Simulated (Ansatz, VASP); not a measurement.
# One calculation of C, two programs

File INCAR:

```
SYSTEM = C
PREC = Accurate
ENCUT = 520
EDIFF = 1E-7
ISMEAR = 0
SIGMA = 0.03
LREAL = .False.
LASPH = .True.
NELM = 100
ALGO = Normal
ISIF = 2
LWAVE = .False.
LCHARG = .False.
GGA = PE
IVDW = 12
NBANDS = 11
```

The input KPOINTS:

```
regular mesh
0
Gamma
  18 18 18
  0 0 0
```

File POSCAR:

```
C
1.0
    0.0000000000      2.0084554850      3.5025525575
    1.2707570165      0.0000000000      3.5025525575
    1.2707570165      2.0084554850      0.0000000000
C
2
Direct
    0.1666966007      0.8333033993      0.1666966007
    0.8333033993      0.1666966007      0.8333033993
```

Input for Ansatz:

```yaml
crystal:
  lattice:
    - [0.0, 2.008455485, 3.5025525575]
    - [1.2707570165, 0.0, 3.5025525575]
    - [1.2707570165, 2.008455485, 0.0]
  atoms:
    - { symbol: C, position: [0.1666966007, 0.8333033993, 0.1666966007] }
    - { symbol: C, position: [0.8333033993, 0.1666966007, 0.8333033993] }
basis:
  ecutwfc: 520.0
kpoints:
  mp_grid: { grid: [18, 18, 18] }
hamiltonian:
  xc: pbe
  pseudopotentials: { kind: paw, azcp: { folder: soft_1 } }
  dispersion: d3bj
scf:
  occupations: { method: gaussian, width: 0.03 }
output:
  forces: true
  stress: true
  eigenvalues: true
```

Change from the starting cell: volume 8.939 Å^3 an atom, stretch along b over the lengths across it, relative to the relaxed cell 0.9130.

Alike in both runs: task single point; functional PBE; dispersion D3(BJ); k mesh 18 × 18 × 18; occupations gaussian, width 0.03 eV; no spin polarisation.

```csv
,VASP,Ansatz
version,VASP 6.6.1,Ansatz 0.2.0
potentials or method,"VASP PAW PBE potentials, release 64 (C), cutoff 520 eV","scalar-relativistic, plane waves, PAW"
valence electrons in the cell,8,8
```

Ansatz gave:

- gap on the k mesh at the Fermi level (eV): 0.19
- least direct gap on the mesh (eV): 0.56
- pressure (GPa): 16.0
- traceless stress, the component that is largest in VASP (GPa): 52.32
- rms of the force components (eV/Å): 0.970

Question: Estimate VASP's values.

Answer: gap on the k mesh at the Fermi level (eV): 0.19; least direct gap on the mesh (eV): 0.56; pressure (GPa): 16.4; traceless stress, the component that is largest in VASP (GPa): 52.69; rms of the force components (eV/Å): 0.977.

Atom by atom the forces differ by 0.007 eV/Å (rms over components).
